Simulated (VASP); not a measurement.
# Si5Ni in VASP: a series of runs, part 2 of 2

VASP 6.6.1. Earlier steps stand in the parts before.

**5. Single point, PBE**

INCAR

```
  ALGO = Normal
  EDIFF = 1E-6
  ENCUT = 520
  GGA = PE
  ISIF = 2
  ISMEAR = -1
  ISYM = 0
  LASPH = T
  LCHARG = T
  LELF = T
  LREAL = Auto
  LVHAR = T
  LWAVE = F
  NBANDS = 78
  NELM = 60
  PREC = Accurate
  SIGMA = 0.0844
```

KPOINTS

```
Automatic mesh
0
Gamma
  1 1 1
  0.25 0.25 0.25
```

POSCAR

```
Si5Ni
1.0
    7.1614510000     -0.0505580000     -0.0272950000
   -0.0505580000      7.1365650000     -0.2213880000
   -0.0272950000     -0.2213880000      7.0643700000
Si Ni
20 4
Direct
    0.7115786241      0.4199745828      0.6756685835
    0.3707333218      0.4136721478      0.9128075420
    0.8370839992      0.9275225203      0.4433910686
    0.4385966396      0.6846268305      0.2270371824
    0.6723345923      0.5496898365      0.0287972043
    0.9558511810      0.2404698000      0.4632248999
    0.8440675835      0.7980226021      0.1238766447
    0.5271958533      0.1293524036      0.5736754843
    0.7616333704      0.8467392154      0.8192936786
    0.7897737884      0.2831847758      0.1786419152
    0.9285344944      0.2519440233      0.8570250047
    0.2160893660      0.1487078890      0.1206093822
    0.0867263068      0.7418525151      0.7480350603
    0.2632636572      0.3465995796      0.5832716533
    0.4202337476      0.7643426054      0.8786136005
    0.5167008188      0.0933509812      0.2547337039
    0.1768554635      0.9941020968      0.4274747139
    0.4848380320      0.6513875641      0.5949791764
    0.8855129790      0.5956534570      0.3945690280
    0.1052654630      0.5273718066      0.0397725502
    0.1890856116      0.6238430487      0.4223881898
    0.6347149325      0.1619298015      0.8901279037
    0.1745590706      0.8091227019      0.1537499659
    0.2529789506      0.0791702430      0.7817428026
```

Potentials or basis: VASP PAW PBE potentials, release 64 (Si, Ni).

On the command line:

```bash
$ cat potpaw_PBE.64/Si/POTCAR potpaw_PBE.64/Ni/POTCAR > POTCAR
$ mpirun -np 1 vasp_std > vasp.out
```

OUTCAR:

```text
EDIFF = 1E-6
   ENCUT = 520
   GGA = PE
   ISIF = 2
   ISMEAR = -1
   ISYM = 0
   LASPH = T
   LREAL = Auto
   NELM = 60
   PREC = Accurate

 ion  position               nearest neighbor table
   1  0.712  0.420  0.676-  11 2.39  18 2.42   8 2.51  22 2.52   6 2.61   5 2.63  19 2.72   2 2.97

   2  0.371  0.414  0.913-  20 2.25  14 2.46   5 2.47  15 2.55  22 2.63  24 2.63  12 2.70   4 2.89
                             1 2.97  18 3.01
   3  0.837  0.928  0.443-   6 2.38   7 2.39  19 2.40  17 2.48   8 2.79   9 2.81  16 2.94
   4  0.439  0.685  0.227-  23 2.17  21 2.32   5 2.37  15 2.56  18 2.64   2 2.89  20 2.90  16 2.96
                             7 3.11
   5  0.672  0.550  0.029-   7 2.21   4 2.37  10 2.39   2 2.47   1 2.63  15 2.64   9 2.73  22 2.89
                            19 2.99  11 3.03  20 3.11
   6  0.956  0.240  0.463-  10 2.37   3 2.38  17 2.39  14 2.45   1 2.61  19 2.67  11 2.79  12 3.11
[... 20 lines left out ...]
  19  0.886  0.596  0.395-  21 2.19   3 2.40   7 2.49   6 2.67  10 2.70   1 2.72  20 2.99   5 2.99
                            13 3.00
  20  0.105  0.527  0.040-  23 2.17   2 2.25  11 2.59  13 2.65   7 2.75  21 2.81   4 2.90  12 2.92
                            19 2.99  10 3.04  15 3.07   5 3.11
  21  0.189  0.624  0.422-  19 2.19   4 2.32  23 2.38  14 2.41  18 2.44  13 2.52  17 2.64  20 2.81

  22  0.635  0.162  0.890-  11 2.21   8 2.36  10 2.42   9 2.46   1 2.52   2 2.63  16 2.79  24 2.88
                             5 2.89
  23  0.175  0.809  0.154-  20 2.17   4 2.17  17 2.27   7 2.37  21 2.38  12 2.46  15 2.64  13 2.94

  24  0.253  0.079  0.782-  12 2.43  14 2.44   8 2.50  17 2.59   2 2.63  13 2.67  15 2.69  11 2.69
                            22 2.88

IMPORTANT INFORMATION: All symmetrisations will be switched off!
NOSYMM: (Re-)initialisation of all symmetry stuff for point group C_1.

----------------------------------------------------------------------------------------

                                     Primitive cell

  volume of cell :     360.6720

  direct lattice vectors                    reciprocal lattice vectors
     7.161451000 -0.050558000 -0.027295000     0.139645793  0.001007018  0.000571116
[... 133 lines left out ...]
   AEXX    =    0.0000 exact exchange contribution
   IVDW    =     0    specifies the selected vdW correction
   LEPSILON=     F    determine dielectric tensor
   LRPA    =     F    only Hartree local field effects (RPA)
 non-spin polarized calculation
  energy-cutoff  :      520.00
  volume of cell :      360.67
 maximum number of plane-waves:      9714
 NGX is ok and might be reduce to    54
   NGX = 27   NGY = 27   NGZ = 27

 number of electron     120.0000030 magnetization

 Free energy of the ion-electron system (eV)
  ---------------------------------------------------
  ext. energy  EPLUGINS =         0.00000000
  ---------------------------------------------------
  free energy    TOTEN  =      -121.61593592 eV

  energy without entropy =     -121.46571538  energy(sigma->0) =     -121.54082565

 E-fermi :   8.9252     XC(G=0): -10.9550

 val. band max:        8.7409167769   @ k =   0.2500   0.2500   0.2500
 cond. band min:       9.1498176418   @ k =   0.2500   0.2500   0.2500
 fundamental gap:      0.4089008649
 Fermi energy:         8.9251738113

 k-point     1 :       0.2500    0.2500    0.2500
  band No.  band energies     occupation
      1      -4.3263      2.00000
      2      -3.5504      2.00000
      3      -2.8389      2.00000
      4      -2.3488      2.00000
      5      -2.0267      2.00000
      6      -1.3320      2.00000
[... 64 lines left out ...]
     71      10.8081      0.00000
     72      10.8786      0.00000
 [bands above 72 left out]

------------------------ aborting loop because EDIFF is reached ----------------------------------------

  FORCE on cell =-STRESS in cart. coord.  units (eV):
  Direction    XX          YY          ZZ          XY          YZ          ZX
  --------------------------------------------------------------------------------------
  -------------------------------------------------------------------------------------
  Total        6.9238675     15.4194943     10.2949674      6.4068350     11.8116562     10.4928692
  in kB       30.7572102     68.4964905     45.7323130     28.4604480     52.4697495     46.6114326
  external PRESSURE =      48.3286712 kB  Pullay stress =       0.0000000 kB

 VOLUME and BASIS-vectors are now :
 -----------------------------------------------------------------------------
  energy-cutoff  :      520.00
  volume of cell :      360.67
      direct lattice vectors                 reciprocal lattice vectors
     7.161451000 -0.050558000 -0.027295000     0.139645793  0.001007018  0.000571116
    -0.050558000  7.136565000 -0.221388000     0.001007018  0.140267054  0.004399675
    -0.027295000 -0.221388000  7.064370000     0.000571116  0.004399675  0.141695526

 POSITION                                       TOTAL-FORCE (eV/Angst)
 -----------------------------------------------------------------------------------
      5.05626      2.81162      4.66077        -0.041645     -0.109932     -0.322332
      2.60916      2.73137      6.34671         0.844610     -1.501019     -1.064716
      5.93574      6.47884      2.90409        -1.488820     -0.194307      0.705085
      3.10018      4.81345      1.44034         1.156841      0.624879      0.570615
      4.78631      3.88253      0.06339        -0.699120     -1.242673     -0.114513
      6.82048      1.56525      3.19307        -0.215423      1.130995      0.447166
[... 16 lines left out ...]
      1.20499      5.73149      0.90225        -0.411942      1.478970     -1.142503
      1.78636      0.37914      5.49809        -0.421541     -0.537387      0.227790
 -----------------------------------------------------------------------------------
    total drift:                                0.007537      0.006044     -0.004966

  FREE ENERGIE OF THE ION-ELECTRON SYSTEM (eV)
  ---------------------------------------------------
  free  energy   TOTEN  =      -121.6159359241 eV

  energy  without entropy=     -121.4657153805  energy(sigma->0) =     -121.54082565
```

OSZICAR:

```text
N       E                     dE             d eps       ncg     rms          rms(c)
DAV:   1     0.744342347050E+03    0.74434E+03   -0.46408E+04   156   0.145E+03
DAV:   2    -0.344810794217E+02   -0.77882E+03   -0.74715E+03   156   0.339E+02
DAV:   3    -0.126107449333E+03   -0.91626E+02   -0.85469E+02   200   0.116E+02
[... 15 lines left out ...]
DAV:  19    -0.121615940157E+03    0.30318E-03   -0.70483E-04   232   0.348E-01    0.934E-02
DAV:  20    -0.121615942223E+03   -0.20653E-05   -0.23130E-04   232   0.798E-02    0.503E-02
DAV:  21    -0.121615939110E+03    0.31130E-05   -0.91489E-06   176   0.299E-02    0.354E-02
DAV:  22    -0.121615936364E+03    0.27458E-05   -0.53116E-06   144   0.296E-02    0.203E-02
DAV:  23    -0.121615935924E+03    0.43979E-06   -0.14657E-06   112   0.119E-02
   1 F= -.12161594E+03 E0= -.12154083E+03  d E =-.150221E+00
```

stdout:

```text
POSCAR found type information on POSCAR SiNi
 POSCAR found :  2 types and      24 ions
 scaLAPACK will be used
 LDA part: xc-table for (Slater+PW92), standard interpolation
 POSCAR, INCAR and KPOINTS ok, starting setup
 FFT: planning ... GRIDC
 FFT: planning ... GRID_SOFT
 FFT: planning ... GRID
 WAVECAR not read
 entering main loop
```

Wall time 58 s (1 thread of AMD EPYC 9R45 (Zen 5), shared host); peak memory 0.34 GiB.

What came out:

- Free energy: -121.6159 eV
- Pressure: 4.8 GPa
- Largest force: 3.346 eV/Å
- Band gap on the k mesh: 0.41 eV

Forces on the atoms (eV/Å):
```
Si  -0.042 -0.110 -0.322
Si   0.845 -1.501 -1.065
Si  -1.489 -0.194  0.705
Si   1.157  0.625  0.571
Si  -0.699 -1.243 -0.115
Si  -0.215  1.131  0.447
Si   1.488  1.602  1.461
Si  -0.416  0.131  1.031
Si  -0.528  1.031 -1.297
Si  -0.164 -0.186 -0.168
Si   2.071 -0.374  0.215
Si  -0.024 -0.337 -0.915
Si   0.016  0.779 -0.517
Si   0.169  0.025 -0.269
Si  -0.635  2.344  2.301
Si   0.374 -0.534 -1.048
Si   0.857 -0.988  1.070
Si   0.248 -0.972 -2.463
Si  -0.693 -0.028  0.053
Si  -1.266 -0.804  0.038
Ni   0.663 -0.721  1.214
Ni  -0.883 -0.619 -0.012
Ni  -0.412  1.479 -1.143
Ni  -0.422 -0.537  0.228
```

Stress tensor (GPa, compression positive):
```
3.08 2.85 4.66
2.85 6.85 5.25
4.66 5.25 4.57
```

Caveat: the k points lie up to 0.89 Å⁻¹ apart. Spin polarisation is off, so any magnetic state and its effect on volume and gap are missing.
